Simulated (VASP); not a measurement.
# Ti in VASP: single point with PBE+D3(BJ)

Aim: the single point of Ti with PBE+D3(BJ).

Everything below comes from runs of VASP 6.6.1. Logs are shortened: lines on timing, memory, paths and dates and some standing lists are left out, and cuts for length are marked.

**1. The cell of the first run**

The cell holds a slab with vacuum, 5 atoms: a = 2.886 Å, b = 2.886 Å, c = 23.148 Å, α = 90.00°, β = 90.00°, γ = 120.00°.

**2. Single point, PBE+D3(BJ)**

Contents of INCAR:

```
PREC = Accurate
ENCUT = 520
EDIFF = 1E-6
ISMEAR = 0
SIGMA = 0.1
LREAL = F
LASPH = T
NELM = 80
ALGO = Normal
ISIF = 2
LWAVE = F
LCHARG = T
LDIPOL = T
IDIPOL = 3
DIPOL = 0.5 0.5 0.501
GGA = PE
IVDW = 12
LELF = T
LVHAR = T
LVACPOTAV = T
NBANDS = 38
```

Contents of KPOINTS:

```
Automatic mesh
0
Gamma
  12 12 1
```

Contents of POSCAR:

```
Ti
1.0
    2.8861771964      0.0000000000      0.0000000000
   -1.4430885982      2.4995027719      0.0000000000
    0.0000000000      0.0000000000     23.1479386362
Ti
5
Direct
    0.6666666667      0.3333333333      0.3024027370
    0.3333333333      0.6666666667      0.4012013685
    0.6666666667      0.3333333333      0.5014475104
    0.3333333333      0.6666666667      0.6027647643
    0.6666666667      0.3333333333      0.6961173456
```

Potentials or basis: VASP PAW PBE potentials, release 64 (Ti_sv).

Launch:

```sh
cat potpaw_PBE.64/Ti_sv/POTCAR > POTCAR
mpirun -np 1 vasp_std > vasp.out
```

OUTCAR:

```text
PREC = Accurate
   ENCUT = 520
   EDIFF = 1E-6
   ISMEAR = 0
   LREAL = F
   LASPH = T
   NELM = 80
   ISIF = 2
   GGA = PE
   IVDW = 12
 IVDW          = 12

 ion  position               nearest neighbor table
   1  0.667  0.333  0.302-   2 2.83   2 2.83   2 2.83
   2  0.333  0.667  0.401-   1 2.83   1 2.83   1 2.83   3 2.86   3 2.86   3 2.86
   3  0.667  0.333  0.501-   2 2.86   2 2.86   2 2.86   4 2.88   4 2.88   4 2.88
   4  0.333  0.667  0.603-   5 2.73   5 2.73   5 2.73   3 2.88   3 2.88   3 2.88
   5  0.667  0.333  0.696-   4 2.73   4 2.73   4 2.73

  LATTYP: Found a hexagonal cell.
 ALAT       =     2.8861771964
 C/A-ratio  =     8.0202763244

  Lattice vectors:

 A1 = (   2.8861771964,   0.0000000000,   0.0000000000)
 A2 = (  -1.4430885982,   2.4995027719,   0.0000000000)
 A3 = (   0.0000000000,   0.0000000000,  23.1479386362)

Analysis of symmetry for initial positions (statically):
=====================================================================
 Subroutine PRICEL returns:
 Original cell was already a primitive cell.

 Routine SETGRP: Setting up the symmetry group for a
 hexagonal supercell.

 Subroutine GETGRP returns: Found  6 space group operations
 (whereof  6 operations were pure point group operations)
 out of a pool of 24 trial point group operations.

The static configuration has the point symmetry C_3v.

Analysis of symmetry for dynamics (positions and initial velocities):
=====================================================================
 Subroutine PRICEL returns:
 Original cell was already a primitive cell.

 Routine SETGRP: Setting up the symmetry group for a
 hexagonal supercell.

 Subroutine GETGRP returns: Found  6 space group operations
 (whereof  6 operations were pure point group operations)
 out of a pool of 24 trial point group operations.

The dynamic configuration has the point symmetry C_3v.

 Subroutine INISYM returns: Found  6 space group operations
 (whereof  6 operations are pure point group operations),
 and found     1 'primitive' translations

----------------------------------------------------------------------------------------

                                     Primitive cell

  volume of cell :     166.9894

  direct lattice vectors                    reciprocal lattice vectors
     2.886177196  0.000000000  0.000000000     0.346479073  0.200039786  0.000000000
    -1.443088598  2.499502772  0.000000000     0.000000000  0.400079572  0.000000000
     0.000000000  0.000000000 23.147938636     0.000000000  0.000000000  0.043200391

  length of vectors
     2.886177196  2.886177196 23.147938636     0.400079572  0.400079572  0.043200391

  position of ions in fractional coordinates (direct lattice)
     0.666666667  0.333333333  0.302402737
     0.333333333  0.666666667  0.401201368
     0.666666667  0.333333333  0.501447510
     0.333333333  0.666666667  0.602764764
     0.666666667  0.333333333  0.696117346

  ion indices of the primitive-cell ions
   primitive index   ion index
                 1           1
                 2           2
                 3           3
                 4           4
                 5           5

----------------------------------------------------------------------------------------

 KPOINTS: Automatic mesh

Automatic generation of k-mesh.
 Grid dimensions read from file:
 generate k-points for:   12   12    1

 Generating k-lattice:

  Cartesian coordinates                     Fractional coordinates (reciprocal lattice)
     0.028873256  0.016669982  0.000000000     0.083333333  0.000000000  0.000000000
     0.000000000  0.033339964  0.000000000     0.000000000  0.083333333  0.000000000
     0.000000000  0.000000000  0.043200391     0.000000000  0.000000000  1.000000000

  Length of vectors
     0.033339964  0.033339964  0.043200391

  Shift w.r.t. Gamma in fractional coordinates (k-lattice)
     0.000000000  0.000000000  0.000000000

 Subroutine IBZKPT returns following result:
 ===========================================

 Found     19 irreducible k-points:

 Following reciprocal coordinates:
            Coordinates               Weight
  0.000000  0.000000  0.000000      1.000000
  0.083333  0.000000  0.000000      6.000000
  0.166667  0.000000  0.000000      6.000000
  0.250000  0.000000  0.000000      6.000000
  0.333333  0.000000  0.000000      6.000000
  0.416667  0.000000  0.000000      6.000000
[... 11 lines left out ...]
  0.333333  0.250000  0.000000     12.000000
  0.333333  0.333333  0.000000      2.000000
   k-points           NKPTS =     19   k-points in BZ     NKDIM =     19   number of bands    NBANDS=     38
   number of dos      NEDOS =    301   number of ions     NIONS =      5
   total plane-waves  NPLWV = 103680
   dimension x,y,z NGX =    24 NGY =   24 NGZ =  180
   dimension x,y,z NGXF=    48 NGYF=   48 NGZF=  360
   ions per type =               5
   NGX,Y,Z   is equivalent  to a cutoff of  13.82, 13.82, 12.93 a.u.
   NGXF,Y,Z  is equivalent  to a cutoff of  27.65, 27.65, 25.85 a.u.
 SYSTEM =  unknown system
   PREC   = accura    normal or accurate (medium, high low for compatibility)
   ISTART =      0    job   : 0-new  1-cont  2-samecut
   ICHARG =      2    charge: 1-file 2-atom 10-const
   ISPIN  =      1    spin polarized calculation?
   LNONCOLLINEAR =      F non collinear calculations
   LSORBIT =      F    spin-orbit coupling
   LASPH  =      T    aspherical Exc in radial PAW
   ENCUT  =  520.0 eV  38.22 Ry    6.18 a.u.   5.37  5.37 43.04*2*pi/ulx,y,z
   NELM   =     80;   NELMIN=  2; NELMDL= -5     # of ELM steps
   EDIFF  = 0.1E-05   stopping-criterion for ELM
   LREAL  =      F    real-space projection
   EDIFFG = 0.1E-04   stopping-criterion for IOM
   NSW    =      0    number of steps for IOM
   IBRION =     -1    ionic relax: 0-MD 1-quasi-New 2-CG
   NFREE  =      0    steps in history (QN), initial steepest desc. (CG)
   ISIF   =      2    stress and relaxation
   ISYM   =      2    0-nonsym 1-usesym 2-fastsym
   POTIM  = 0.5000    time-step for ionic-motion
   TEBEG  =    0.0;   TEEND  =   0.0 temperature during run
   PSTRESS=    0.0 pullay stress
   NELECT =      60.0000    total number of electrons
   NUPDOWN=      -1.0000    fix difference up-down
   EMIN   =  10.00;   EMAX   =-10.00  energy-range for DOS
   EFERMI =   0.00;   METHOD = LEGACY
   ISMEAR =     0;   SIGMA  =   0.10  broadening in eV -4-tet -1-fermi 0-gaus
   EFERMI_NEDOS =   21; number of points for ismear=-14 and -15
   IALGO  =     38    algorithm
   IMIX   =      4    mixing-type and parameters
     AMIX     =   0.40;   BMIX     =  1.00
     AMIX_MAG =   1.60;   BMIX_MAG =  1.00
  volume/ion in A,a.u.               =      33.40       225.38
  Fermi-wavevector in a.u.,A,eV,Ry     =   1.163846  2.199350 18.429609  1.354538
  Thomas-Fermi vector in A             =   2.300391
   LORBIT       =      0    0 simple, 1 ext, 2 COOP (PROOUT), +10 PAW based schemes
   GGA     = PE    functional components
   LHFCALC =     F    Hartree Fock is set to
   AEXX    =    0.0000 exact exchange contribution
   IVDW    =    12    specifies the selected vdW correction
   LEPSILON=     F    determine dielectric tensor
   LRPA    =     F    only Hartree local field effects (RPA)
 non-spin polarized calculation
 Gauss-broadening in eV      SIGMA  =   0.10
  energy-cutoff  :      520.00
  volume of cell :      166.99
 maximum number of plane-waves:      4563
 NGX is ok and might be reduce to    24
   NGX = 11   NGY = 11   NGZ = 87

 dipolmoment           0.000000      0.000000      0.005918 electrons x Angstroem

 number of electron      59.9999996 magnetization

 dipolmoment           0.000000      0.000000     -0.002960 electrons x Angstroem

 Free energy of the ion-electron system (eV)
  ---------------------------------------------------
  ext. energy  EPLUGINS =         0.00000000
  ---------------------------------------------------
  free energy    TOTEN  =       -37.32475749 eV

  energy without entropy =      -37.28102357  energy(sigma->0) =      -37.30289053

 E-fermi :   2.2506     XC(G=0):  -6.7223

 val. band max:        2.2283522988   @ k =   0.0833   0.0833   0.0000
 cond. band min:       2.2541465562   @ k =   0.3333   0.0000   0.0000
 fundamental gap:      0.0257942574
 Fermi energy:         2.2505659437

 k-point     1 :       0.0000    0.0000    0.0000
  band No.  band energies     occupation
      1     -54.6307      2.00000
      2     -54.5920      2.00000
      3     -54.4635      2.00000
      4     -54.3978      2.00000
      5     -54.3455      2.00000
      6     -31.1383      2.00000
[... 30 lines left out ...]
     37       3.1804      0.00000
     38       3.1804      0.00000

 k-point     2 :       0.0833    0.0000    0.0000
  band No.  band energies     occupation
      1     -54.6244      2.00000
      2     -54.5850      2.00000
      3     -54.4567      2.00000
      4     -54.3928      2.00000
      5     -54.3414      2.00000
      6     -31.1241      2.00000
[... 30 lines left out ...]
     37       3.1745      0.00000
     38       3.2369      0.00000

 k-point     3 :       0.1667    0.0000    0.0000
  band No.  band energies     occupation
      1     -54.6070      2.00000
      2     -54.5659      2.00000
      3     -54.4376      2.00000
      4     -54.3791      2.00000
      5     -54.3304      2.00000
      6     -31.0852      2.00000
[... 30 lines left out ...]
     37       3.3713      0.00000
     38       3.5312      0.00000

 k-point     4 :       0.2500    0.0000    0.0000
  band No.  band energies     occupation
      1     -54.5832      2.00000
      2     -54.5396      2.00000
      3     -54.4107      2.00000
      4     -54.3605      2.00000
      5     -54.3159      2.00000
      6     -31.0365      2.00000
[... 30 lines left out ...]
     37       3.5068      0.00000
     38       3.8585      0.00000
[... 498 lines left out ...]
      4     -54.3262      2.00000
      5     -54.2896      2.00000
      6     -31.0208      2.00000
[... 30 lines left out ...]
     37       3.4535      0.00000
     38       3.8172      0.00000

 k-point    18 :       0.3333    0.2500    0.0000
  band No.  band energies     occupation
      1     -54.5264      2.00000
      2     -54.4766      2.00000
      3     -54.3372      2.00000
      4     -54.3220      2.00000
      5     -54.2854      2.00000
      6     -31.0190      2.00000
[... 30 lines left out ...]
     37       3.6937      0.00000
     38       3.9506      0.00000

 k-point    19 :       0.3333    0.3333    0.0000
  band No.  band energies     occupation
      1     -54.5232      2.00000
      2     -54.4730      2.00000
      3     -54.3311      2.00000
      4     -54.3215      2.00000
      5     -54.2840      2.00000
      6     -30.9734      2.00000
[... 30 lines left out ...]
     37       3.7927      0.00000
     38       3.9907      0.00000

------------------------ aborting loop because EDIFF is reached ----------------------------------------

 Edisp (eV)   -2.50129

 E8    (eV) :    -1.2195

  FORCE on cell =-STRESS in cart. coord.  units (eV):
  Direction    XX          YY          ZZ          XY          YZ          ZX
  --------------------------------------------------------------------------------------
  -------------------------------------------------------------------------------------
  Total      -1.14003    -1.14003    -1.29786    -0.00000     0.00000     0.00000
  in kB     -10.93797   -10.93797   -12.45232    -0.00000     0.00000     0.00000
  external pressure =      -11.44 kB  Pullay stress =        0.00 kB

 VOLUME and BASIS-vectors are now :
 -----------------------------------------------------------------------------
  energy-cutoff  :      520.00
  volume of cell :      166.99
      direct lattice vectors                 reciprocal lattice vectors
     2.886177196  0.000000000  0.000000000     0.346479073  0.200039786  0.000000000
    -1.443088598  2.499502772  0.000000000     0.000000000  0.400079572  0.000000000
     0.000000000  0.000000000 23.147938636     0.000000000  0.000000000  0.043200391

 POSITION                                       TOTAL-FORCE (eV/Angst)
 -----------------------------------------------------------------------------------
      1.44309      0.83317      7.00000         0.000000     -0.000000      0.498506
     -0.00000      1.66634      9.28698         0.000000      0.000000     -0.485834
      1.44309      0.83317     11.60748         0.000000     -0.000000     -0.004721
     -0.00000      1.66634     13.95276        -0.000000      0.000000      0.010740
      1.44309      0.83317     16.11368        -0.000000      0.000000     -0.018691
 -----------------------------------------------------------------------------------
    total drift:                               -0.000000      0.000000      0.000821

  FREE ENERGIE OF THE ION-ELECTRON SYSTEM (eV)
  ---------------------------------------------------
  free  energy   TOTEN  =       -39.8260458639 eV

  energy  without entropy=      -39.7823119440  energy(sigma->0) =      -39.80417890

 vacuum level on the upper side and lower side of the slab         6.757         6.832
```

Wall time 5 min (1 thread of AMD EPYC 7R13 (Zen 3), shared host); peak memory 0.3 GiB.

What came out:

| Quantity | Value |
| --- | --- |
| Free energy | -39.8260 eV |
| Largest force | 0.499 eV/Å |
| Band gap on the k mesh | zero (bands 30 and 31 overlap by 1.04 eV) |
| Dispersion energy per atom | -0.500 eV |

Forces in eV/Å, atoms in the order of the input:
```
Ti   0.000  0.000  0.499
Ti   0.000  0.000 -0.486
Ti   0.000  0.000 -0.005
Ti   0.000  0.000  0.011
Ti   0.000  0.000 -0.019
```
